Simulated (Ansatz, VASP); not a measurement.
P in VASP and in Ansatz

```
CELL_PARAMETERS angstrom
1.68006 -5.57222 0.00000
1.68006 5.57222 0.00000
0.00000 0.00000 4.63275
ATOMIC_POSITIONS crystal
P 0.90414 0.09586 0.58882
P 0.09586 0.90414 0.41118
P 0.59586 0.40414 0.08882
P 0.40414 0.59586 0.91118
```

Change from the starting cell: volume scaled by 1.06.

Alike in both runs: task single point; functional pbe exchange, lda correlation; k mesh 8 × 8 × 6; occupations fermi-dirac, width 0.15 eV; no spin polarisation.

```csv
,VASP,Ansatz
version,VASP 6.6.1,Ansatz 0.2.0
potentials or method,"VASP PAW PBE potentials, release 64 (P), cutoff 500 eV","all-electron LAPW, scalar-relativistic"
```

Ansatz gave:

- gap on the k mesh at the Fermi level (eV): 0.42
- least direct gap on the mesh (eV): 0.42
- pressure (GPa): 3.4
- traceless stress, the component that is largest in VASP (GPa): -0.29
- rms of the force components (eV/Å): 0.012

Problem. What did VASP give for the same quantities?

Solution. gap on the k mesh at the Fermi level (eV): 0.43; least direct gap on the mesh (eV): 0.43; pressure (GPa): 3.1; traceless stress, the component that is largest in VASP (GPa): -0.33; rms of the force components (eV/Å): 0.039.

VASP's potentials were made for PBE, not for pbe exchange, lda correlation. Atom by atom the forces differ by 0.028 eV/Å (rms over components). Ansatz ran all-electron here, and VASP with PAW potentials.
